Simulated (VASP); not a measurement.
Input of a VASP 6.6.1 run:

File INCAR:

```
SYSTEM = Cu
PREC = Accurate
ENCUT = 520
EDIFF = 1E-7
ISMEAR = -1
SIGMA = 0.1
LREAL = .FALSE.
LASPH = .TRUE.
NELM = 100
ALGO = Normal
ISIF = 2
LWAVE = .FALSE.
LCHARG = .TRUE.
GGA = PE
LELF = .TRUE.
LVHAR = .TRUE.
NBANDS = 24
```

KPOINTS

```
Automatic mesh
0
G
  12 12 17
  0 0 0
```

POSCAR

```
Cu
1.0
    3.9540530555      0.0000000000      0.0000000000
   -1.9770265277      3.4243103939      0.0000000000
    0.0000000000      0.0000000000      2.3750338226
Cu
3
Direct
    0.0000000000      0.0000000000      0.0000000000
    0.3333333333      0.6666666667      0.5000000000
    0.6666666667      0.3333333333      0.5000000000
```

Potentials or basis: VASP PAW PBE potentials, release 64 (Cu).

Command:

```console
$ cat potpaw_PBE.64/Cu/POTCAR > POTCAR
$ mpirun -np 1 vasp_std > vasp.out
```

Problem. Estimate the pressure.

Solution. 24.2 GPa.

Stress tensor (GPa, compression positive):
```
24.45  0.00  0.00
 0.00 24.45  0.00
 0.00  0.00 23.79
```
